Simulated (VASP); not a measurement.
# CaO (F-43m) in VASP: dielectric tensor with r2SCAN

Aim: the dielectric tensor of CaO with r2SCAN.

Everything below comes from runs of VASP 6.6.1. Logs are shortened: lines on timing, memory, paths and dates and some standing lists are left out, and cuts for length are marked.

**1. The cell of the first run**

The structure is cubic, space group F-43m (No. 216). Conventional cell: a = 5.213 Å, b = 5.213 Å, c = 5.213 Å, α = 90.00°, β = 90.00°, γ = 90.00°. Ca (site symmetry -43m) has 4 O at 2.26 Å within 3.0 Å. O (site symmetry -43m) has 4 Ca at 2.26 Å within 3.0 Å.

**2. Dielectric tensor, r2SCAN**

Contents of INCAR:

```
SYSTEM = CaO
ALGO     = Normal         ! electronic algorithm
EDIFF    = 1E-8           ! SCF threshold, eV
ENCUT    = 520            ! plane-wave cutoff, eV
ISIF     = 2              ! what is computed and relaxed
ISMEAR   = 0              ! smearing method
LASPH    = .TRUE.         ! aspherical terms in the spheres
LCALCEPS = .TRUE.       
LCHARG   = .FALSE.        ! write CHGCAR
LMIXTAU  = .TRUE.       
LREAL    = .FALSE.        ! projectors in reciprocal space
LWAVE    = .FALSE.        ! write WAVECAR
METAGGA  = R2SCAN         ! meta-GGA
NELM     = 100            ! most SCF steps
PREC     = Accurate       ! precision mode
SIGMA    = 0.01           ! smearing width, eV
```

Contents of KPOINTS:

```
k-points
0
G
  8 8 8
  0 0 0
```

Contents of POSCAR:

```
CaO
1.0
    0.0000000000      2.6067317390      2.6067317390
    2.6067317390      0.0000000000      2.6067317390
    2.6067317390      2.6067317390      0.0000000000
Ca O
1 1
Direct
    0.0000000000      0.0000000000      0.0000000000
    0.2500000000      0.2500000000      0.2500000000
```

Potentials or basis: VASP PAW PBE potentials, release 64 (Ca_sv, O).

Command:

```console
> cat potpaw_PBE.64/Ca_sv/POTCAR potpaw_PBE.64/O/POTCAR > POTCAR
> mpirun -np 1 vasp_std > vasp.out
```

OUTCAR:

```text
SYSTEM = CaO
   EDIFF = 1E-8
   ENCUT = 520
   ISIF = 2
   ISMEAR = 0
   LASPH = .TRUE.
   LREAL = .FALSE.
   METAGGA = R2SCAN
   NELM = 100
   PREC = Accurate

 ion  position               nearest neighbor table
   1  0.000  0.000  0.000-   2 2.26   2 2.26   2 2.26   2 2.26
   2  0.250  0.250  0.250-   1 2.26   1 2.26   1 2.26   1 2.26

  LATTYP: Found a face centered cubic cell.
 ALAT       =     5.2134634780

  Lattice vectors:

 A1 = (   0.0000000000,   2.6067317390,   2.6067317390)
 A2 = (   2.6067317390,   0.0000000000,   2.6067317390)
 A3 = (   2.6067317390,   2.6067317390,   0.0000000000)

Analysis of symmetry for initial positions (statically):
=====================================================================
 Subroutine PRICEL returns:
 Original cell was already a primitive cell.

 Routine SETGRP: Setting up the symmetry group for a
 face centered cubic supercell.

 Subroutine GETGRP returns: Found 24 space group operations
 (whereof 24 operations were pure point group operations)
 out of a pool of 48 trial point group operations.

The static configuration has the point symmetry T_d .

Analysis of symmetry for dynamics (positions and initial velocities):
=====================================================================
 Subroutine PRICEL returns:
 Original cell was already a primitive cell.

 Routine SETGRP: Setting up the symmetry group for a
 face centered cubic supercell.

 Subroutine GETGRP returns: Found 24 space group operations
 (whereof 24 operations were pure point group operations)
 out of a pool of 48 trial point group operations.

The dynamic configuration has the point symmetry T_d .

 Subroutine INISYM returns: Found 24 space group operations
 (whereof 24 operations are pure point group operations),
 and found     1 'primitive' translations

----------------------------------------------------------------------------------------

                                     Primitive cell

  volume of cell :      35.4257

  direct lattice vectors                    reciprocal lattice vectors
     0.000000000  2.606731739  2.606731739    -0.191811068  0.191811068  0.191811068
     2.606731739  0.000000000  2.606731739     0.191811068 -0.191811068  0.191811068
     2.606731739  2.606731739  0.000000000     0.191811068  0.191811068 -0.191811068

  length of vectors
     3.686475379  3.686475379  3.686475379     0.332226516  0.332226516  0.332226516
[... 135 lines left out ...]
 Fermi energy:         0.2718817290

 k-point     1 :       0.0000    0.0000    0.0000
  band No.  band energies     occupation
      1     -38.4129      2.00000
      2     -18.4733      2.00000
      3     -18.4727      2.00000
      4     -18.4721      2.00000
      5     -15.6065      2.00000
      6      -0.4784      2.00000
      7      -0.4783      2.00000
      8      -0.4782      2.00000
      9   10000.0000      0.00000
     10   10000.0000      0.00000
     11   10000.0000      0.00000
     12   10000.0000      0.00000
[... 331 lines left out ...]
 k-point    24 :      -0.3750    0.2500    0.1250
  band No.  band energies     occupation
      1     -38.3594      2.00000
      2     -19.2481      2.00000
      3     -18.6494      2.00000
      4     -18.5596      2.00000
      5     -14.7536      2.00000
      6      -0.6882      2.00000
      7      -0.3952      2.00000
      8      -0.0609      2.00000
      9   10000.0000      0.00000
     10   10000.0000      0.00000
     11   10000.0000      0.00000
     12   10000.0000      0.00000

 [... further k-points ...]

------------------------ aborting loop because EDIFF is reached ----------------------------------------

            Ionic dipole moment: p[ion]=(     7.82020     7.82020     7.82020 ) |e| Angst

 Total electronic dipole moment: p[elc]=(     0.00781     0.00781     0.01187 ) |e| Angst

 MACROSCOPIC STATIC DIELECTRIC TENSOR (including local field effects)
 ------------------------------------------------------
           3.075559    -0.000000     0.000000
          -0.000000     3.075559     0.000000
           0.000000    -0.000000     3.075559
 ------------------------------------------------------

 PIEZOELECTRIC TENSOR (including local field effects) (e Angst)
          XX          YY          ZZ          XY          YZ          ZX
  --------------------------------------------------------------------------------
  x    -0.00000    -0.00000    -0.00000     0.00000    -0.64934     0.00000
  y     0.00000    -0.00000     0.00000     0.00000     0.00000    -0.64934
  z    -0.00000    -0.00000     0.00000    -0.64934     0.00000    -0.00000

 PIEZOELECTRIC TENSOR (including local field effects) (C/m^2)
          XX          YY          ZZ          XY          YZ          ZX
  --------------------------------------------------------------------------------
  x    -0.00000    -0.00000    -0.00000     0.00000    -0.29367     0.00000
  y     0.00000    -0.00000     0.00000     0.00000     0.00000    -0.29367
  z    -0.00000    -0.00000     0.00000    -0.29367     0.00000    -0.00000

 BORN EFFECTIVE CHARGES (including local field effects) (in |e|, cummulative output)
 ---------------------------------------------------------------------------------
 ion    1
    1     2.07973     0.00000     0.00000
    2     0.00000     2.07973     0.00000
    3    -0.00000     0.00000     2.07973
 ion    2
    1    -2.07973    -0.00000    -0.00000
    2    -0.00000    -2.07973    -0.00000
    3     0.00000     0.00000    -2.07973

  FORCE on cell =-STRESS in cart. coord.  units (eV):
  Direction    XX          YY          ZZ          XY          YZ          ZX
  --------------------------------------------------------------------------------------
  -------------------------------------------------------------------------------------
  Total        0.1984623      0.1984623      0.1984623     -0.0000000      0.0000000     -0.0000000
  in kB        8.9757248      8.9757248      8.9757248     -0.0000000      0.0000000     -0.0000000
  external PRESSURE =       8.9757248 kB  Pullay stress =       0.0000000 kB

 VOLUME and BASIS-vectors are now :
 -----------------------------------------------------------------------------
  energy-cutoff  :      520.00
  volume of cell :       35.43
      direct lattice vectors                 reciprocal lattice vectors
     0.000000000  2.606731739  2.606731739    -0.191811068  0.191811068  0.191811068
     2.606731739  0.000000000  2.606731739     0.191811068 -0.191811068  0.191811068
     2.606731739  2.606731739  0.000000000     0.191811068  0.191811068 -0.191811068

 POSITION                                       TOTAL-FORCE (eV/Angst)
 -----------------------------------------------------------------------------------
      0.00000      0.00000      0.00000         0.000000      0.000000      0.000000
      1.30337      1.30337      1.30337        -0.000000     -0.000000     -0.000000
 -----------------------------------------------------------------------------------
    total drift:                               -0.000000     -0.000000     -0.000000

  FREE ENERGIE OF THE ION-ELECTRON SYSTEM (eV)
  ---------------------------------------------------
  free  energy   TOTEN  =       -18.9402846729 eV

  energy  without entropy=      -18.9402846729  energy(sigma->0) =      -18.94028467
```

OSZICAR:

```text
N       E                     dE             d eps       ncg     rms          rms(c)
DAV:   1     0.129511338616E+03    0.12951E+03   -0.84943E+03   696   0.133E+03
DAV:   2    -0.176515989222E+02   -0.14716E+03   -0.13639E+03   796   0.336E+02
DAV:   3    -0.255218135744E+02   -0.78702E+01   -0.77993E+01   852   0.822E+01
[... 12 lines left out ...]
DMP:  10    -0.189402845439E+02   -0.63714E-07   -0.55983E-07  1800   0.911E-07   0.940E-07
DMP:  11    -0.189402845878E+02   -0.43959E-07   -0.42557E-07  1800   0.649E-07   0.799E-07
DMP:  12    -0.189402846233E+02   -0.35409E-07   -0.29940E-07  1800   0.383E-07   0.703E-07
DMP:  13    -0.189402846478E+02   -0.24527E-07   -0.18192E-07  1800   0.207E-07   0.476E-07
DMP:  14    -0.189402846629E+02   -0.15165E-07   -0.11601E-07  1800   0.133E-07   0.302E-07
DMP:  15    -0.189402846729E+02   -0.99344E-08   -0.75978E-08  1800   0.834E-08   0.205E-07
   1 F= -.18940285E+02 E0= -.18940285E+02  d E =-.498228E-72
```

stdout:

```text
POSCAR found type information on POSCAR CaO
 POSCAR found :  2 types and       2 ions
 scaLAPACK will be used
 -----------------------------------------------------------------------------
|                                                                             |
[... 110 lines left out ...]
dp_tot=(  0.155E-06  0.168E-06  0.407E-02 )  diag[e(oo)]=(    ---      ---    3.07865 )
 p_tot=(  0.783E+01  0.783E+01  0.783E+01 )
dp_tot=(  0.154E-06  0.168E-06  0.406E-02 )  diag[e(oo)]=(    ---      ---    3.07574 )
 p_tot=(  0.783E+01  0.783E+01  0.783E+01 )
dp_tot=(  0.153E-06  0.167E-06  0.406E-02 )  diag[e(oo)]=(    ---      ---    3.07473 )
 final diagonalization full
 p_tot=(  0.783E+01  0.783E+01  0.783E+01 )
dp_tot=(  0.153E-06  0.167E-06  0.406E-02 )  diag[e(oo)]=(    ---      ---    3.07559 )
```

Run time: 62 min. Hardware: 1 thread of Intel Xeon Platinum 8259CL at 2.50GHz (Skylake/Cascade Lake), shared host; peak memory 0.41 GiB.

Results:

| Quantity | Value |
| --- | --- |
| Band gap on the k mesh | 3.73 eV (least direct gap 4.36 eV) |
| Electronic dielectric tensor (diagonal) | 3.08 |
| Born charges (mean of the diagonal) | Ca +2.08; O -2.08 e |

Electronic dielectric tensor:
```
3.08 0.00 0.00
0.00 3.08 0.00
0.00 0.00 3.08
```

Born effective charge tensors (e):
atom 1, Ca
```
2.08 0.00 0.00
0.00 2.08 0.00
0.00 0.00 2.08
```
atom 2, O
```
-2.08  0.00  0.00
 0.00 -2.08  0.00
 0.00  0.00 -2.08
```

Dipole moments of the cell (e·Å, modulo the quantum): ionic 7.820, 7.820, 7.820; electronic 0.008, 0.008, 0.012

Caveat: the PAW data sets were made with another functional, which shifts forces and pressure a little. A k mesh can miss the band edges.
